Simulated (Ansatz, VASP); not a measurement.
**GdN: VASP beside Ansatz**

```
Gd N
1.0
     4.08155    0.00000    0.00000
    -2.04078    3.53473    0.00000
     0.00000    0.00000    5.01462
Gd N
2 2
Direct
  0.66667 0.33333 0.50000
  0.33333 0.66667 0.00000
  0.66667 0.33333 0.00000
  0.33333 0.66667 0.50000
```

Change from the starting cell: relaxed end of: species swapped into the MgO type (P6_3/mmc, No. 194).

Alike in both runs: task single point; functional PBE; k mesh 6 × 6 × 4; occupations gaussian, width 0.1 eV; collinear spin.

```csv
,VASP,Ansatz
version,VASP 6.6.1,Ansatz 0.2.0
potentials or method,"VASP PAW PBE potentials, release 64 (Gd, N), cutoff 520 eV","scalar-relativistic, plane waves, PAW"
valence electrons in the cell,46,46
```

|  | VASP | Ansatz | Ansatz less VASP |
| --- | --- | --- | --- |
| gap on the k mesh at the Fermi level (eV) | 0.76 | 0.75 | -0.008 |
| least direct gap on the mesh (eV) | 0.82 | 0.82 | -0.005 |
| pressure (GPa) | 0.1 | 0.0 | -0.07 |
| net moment per atom (μB) | 0.00 | 0.00 | 0.000 |
| size of the moment on the site where the two differ most (μB) | 6.77 | 6.80 | +0.031 |

Site moments also hang on the region over which each program counts them. The functional is the same, so the differences come from potentials, cutoffs and numerics.

Neither program's run includes spin-orbit coupling.
